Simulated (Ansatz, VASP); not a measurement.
## WSe2 in VASP and in Ansatz

Contents of INCAR:

```
  ALGO = Normal
  DIPOL = 0.5 0.5 0.500
  EDIFF = 1E-6
  ENCUT = 520
  GGA = PE
  IDIPOL = 3
  ISIF = 2
  ISMEAR = 0
  IVDW = 12
  LASPH = T
  LCHARG = F
  LDIPOL = T
  LREAL = F
  LWAVE = F
  NBANDS = 20
  NELM = 100
  PREC = Accurate
  SIGMA = 0.02
```

File KPOINTS:

```
k-points
0
Gamma
  9 9 1
```

The input POSCAR:

```
WSe2
1.0
    3.2420000000      0.0000000000      0.0000000000
   -1.6210000000      2.8076543591      0.0000000000
    0.0000000000      0.0000000000     32.7373831004
Se W
2 1
Direct
    0.3333333333      0.6666666667      0.4458570041
    0.3333333333      0.6666666667      0.5541429959
    0.6666666667      0.3333333333      0.5000000000
```

Input for Ansatz:

```yaml
crystal:
  lattice:
    - [3.242, 0.0, 0.0]
    - [-1.621, 2.8076543591, 0.0]
    - [0.0, 0.0, 32.7373831004]
  atoms:
    - { symbol: Se, position: [0.3333333333, 0.6666666667, 0.4458570041] }
    - { symbol: W, position: [0.6666666667, 0.3333333333, 0.5] }
    - { symbol: Se, position: [0.3333333333, 0.6666666667, 0.5541429959] }
  periodic: [true, true, false]
basis:
  ecutwfc: 420
kpoints:
  mp_grid: { grid: [9, 9, 1] }
hamiltonian:
  xc: pbe
  pseudopotentials: { kind: paw, azcp: { folder: soft_1 } }
  dispersion: d3bj
scf:
  occupations: { method: gaussian, width: 0.02 }
output:
  forces: true
  stress: true
  eigenvalues: true
```

Alike in both runs: task single point; functional PBE; dispersion D3(BJ); k mesh 9 × 9 × 1; occupations gaussian, width 0.02 eV; no spin polarisation.

|  | VASP | Ansatz |
| --- | --- | --- |
| version | VASP 6.6.1 | Ansatz 0.2.0 |
| potentials or method | VASP PAW PBE potentials, release 64 (Se, W_sv), cutoff 520 eV | scalar-relativistic, plane waves, PAW |
| valence electrons in the cell | 26 | 46 |

|  | VASP | Ansatz | Ansatz less VASP |
| --- | --- | --- | --- |
| gap on the k mesh at the Fermi level (eV) | 1.43 | 1.43 | -0.001 |
| least direct gap on the mesh (eV) | 1.99 | 1.99 | +0.003 |
| rms of the force components (eV/Å) | 0.516 | 0.534 | +0.0189 |

VASP's potentials hold 26 valence electrons a cell and Ansatz's 46, so a difference there can come from the potentials and not from the codes.

Spin-orbit coupling is off throughout.
